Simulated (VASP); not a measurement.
Crystal: BN (Qingsongite).

```
B N
1.0
     0.00000    1.80750    1.80750
     1.80750    0.00000    1.80750
     1.80750    1.80750    0.00000
B N
1 1
Cartesian
  0.0000 0.0000 0.0000
  0.9038 0.9038 0.9038
```

Base run:

```yaml
Program: VASP 6.6.1
Functional: r2SCAN
Potentials_or_basis: VASP PAW PBE potentials, release 64 (B, N)
Cutoff: 520 eV
k_mesh: 8 × 8 × 8
Occupations: gaussian, width 0.01 eV
Spin: no spin polarisation
```

Its results: band gap on the k mesh 4.98 eV, indirect (least direct gap 9.53 eV); pressure -0.6 GPa.

Task: The run is repeated on the same cell with these changes: functional from r2SCAN to BLYP. What comes out?

Result: Band gap on the k mesh 4.88 eV, indirect (least direct gap 8.93 eV); pressure 9.9 GPa.

Caveats: the PAW data sets were made with another functional, which shifts forces and pressure a little.

A k mesh can miss the band edges.
